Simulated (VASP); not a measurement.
A run of VASP 6.6.1 is set up as follows.

The input INCAR:

```
PREC     = Accurate       # precision mode
ENCUT    = 520            # plane-wave cutoff, eV
EDIFF    = 1E-6           # SCF threshold, eV
ISMEAR   = 0              # smearing method
SIGMA    = 0.1            # smearing width, eV
LREAL    = False          # projectors in reciprocal space
LASPH    = True           # aspherical terms in the spheres
NELM     = 60             # most SCF steps
ALGO     = Normal         # electronic algorithm
ISIF     = 2              # what is computed and relaxed
LWAVE    = False          # write WAVECAR
LCHARG   = False          # write CHGCAR
GGA      = PE             # functional
NBANDS   = 15             # bands
```

Contents of KPOINTS:

```
regular mesh
0
Gamma
  4 4 4
```

POSCAR

```
Be4S
1.0
    3.8635253498      0.0000000000      0.0000000000
    0.0000000000      3.8635253498      0.0000000000
    0.0000000000      0.0000000000      3.8635253498
Be S
4 1
Direct
    0.3007877273      0.3007877273      0.3007877273
    0.6992122727      0.6992122727      0.3007877273
    0.3007877273      0.6992122727      0.6992122727
    0.6992122727      0.3007877273      0.6992122727
    0.0000000000      0.0000000000      0.0000000000
```

Potentials or basis: VASP PAW PBE potentials, release 64 (Be, S).

The run is started by

```bash
$ cat potpaw_PBE.64/Be/POTCAR potpaw_PBE.64/S/POTCAR > POTCAR
$ mpirun -np 1 vasp_std > vasp.out
```

Task: What does it give for the largest force?

Result: 0.047 eV/Å.

Task: Predict the band gap on the k mesh.

Result: Zero (band 7 reaches 5.98 eV, above the bottom of band 8 at 2.59 eV).

Task: Estimate the pressure.

Result: 0.0 GPa.

Forces in eV/Å, atoms in the order of the input:
```
Be   0.027  0.027  0.027
Be  -0.027 -0.027  0.027
Be   0.027 -0.027 -0.027
Be  -0.027  0.027 -0.027
S    0.000  0.000  0.000
```

Caveat: the k points lie up to 0.41 Å⁻¹ apart.
